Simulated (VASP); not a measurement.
AlN:

```
Al N
1.0
     3.09860    0.00000    0.00000
    -1.54930    2.68347    0.00000
     0.00000    0.00000    5.41830
Al N
2 2
Direct
  0.33333 0.66667 0.00173
  0.66667 0.33333 0.50173
  0.33333 0.66667 0.38327
  0.66667 0.33333 0.88327
```

| Quantity | Value |
| --- | --- |
| Program | VASP 6.6.1 |
| Task | relaxation of the atoms |
| Functional | PBE |
| Potentials or basis | VASP PAW PBE potentials, release 64 (Al, N) |
| Cutoff | 520 eV |
| k mesh | 9 × 9 × 6 |
| Occupations | gaussian, width 0.05 eV |
| Spin | no spin polarisation |

At the start: pressure -7.8 GPa; volume 11.26 Å³/atom.

Q: Where does the relaxation end?

A: Over 3 steps the energy falls by 5.0 meV/atom; space group P6_3mc (No. 186, to 0.05 Å).

Step by step:
```
step  energy change (eV)  largest force (eV/Å)  pressure (GPa)
   1              0.0000                0.3862           -7.82
   2             -0.0187                0.1075           -8.71
   3             -0.0201                0.0016           -8.97
```

Final structure:
```yaml
crystal:
  lattice:
    - [3.09860, 0.00000, 0.00000]
    - [-1.54930, 2.68347, 0.00000]
    - [0.00000, 0.00000, 5.41830]
  atoms:
    - { symbol: Al, position: [0.33333, 0.66667, 0.00636] }
    - { symbol: Al, position: [0.66667, 0.33333, 0.50636] }
    - { symbol: N, position: [0.33333, 0.66667, 0.37864] }
    - { symbol: N, position: [0.66667, 0.33333, 0.87864] }
```
